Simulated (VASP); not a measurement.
Wanted: the native input for a VASP 6.6.1 run.

```
Task                   : single point
Functional             : PBEsol
Potentials or basis    : VASP PAW PBE potentials, release 64 (Mg)
Cutoff                 : 520 eV
k mesh                 : 18 × 18 × 10
Occupations            : gaussian, width 0.15 eV
Spin                   : no spin polarisation
Dipole correction      : no
Further INCAR settings : ALGO = Normal; EDIFF = 1e-07; NBANDS = 9
```

The structure of Mg lies in POSCAR:

```
Mg
1.0
    3.3376423938      0.0000000000      0.0000000000
   -1.6688211969      2.8904831018      0.0000000000
    0.0000000000      0.0000000000      5.0019168000
Mg
2
Direct
    0.3333333333      0.6666666667      0.2500000000
    0.6666666667      0.3333333333      0.7500000000
```

This cell differs from its parent crystal: strain +0.040 along x and y, -0.040 along z.

The input as run:

INCAR

```
PREC = Accurate ; ENCUT = 520
EDIFF = 1E-7 ; ISMEAR = 0
SIGMA = 0.15 ; LREAL = F
LASPH = T ; NELM = 100
ALGO = Normal ; ISIF = 2
LWAVE = F ; LCHARG = F
GGA = PS ; NBANDS = 9
```

KPOINTS

```
regular mesh
0
Gamma
  18 18 10
```

Potentials or basis: VASP PAW PBE potentials, release 64 (Mg).

Run with:

```sh
$ cat potpaw_PBE.64/Mg/POTCAR > POTCAR
$ mpirun -np 1 vasp_std > vasp.out
```

Results of the run:

The pressure is -2.1 GPa. The band gap on the k mesh is zero (bands 2 and 3 overlap by 1.96 eV).

Caveat: the cell differs from its parent crystal (strain +0.040 along x and y, -0.040 along z); the PAW data sets were made with another functional, which shifts forces and pressure a little.

Run time: 2.3 min on 1 thread of Intel Xeon 8259CL, on a shared host, peak memory 0.24 GiB.
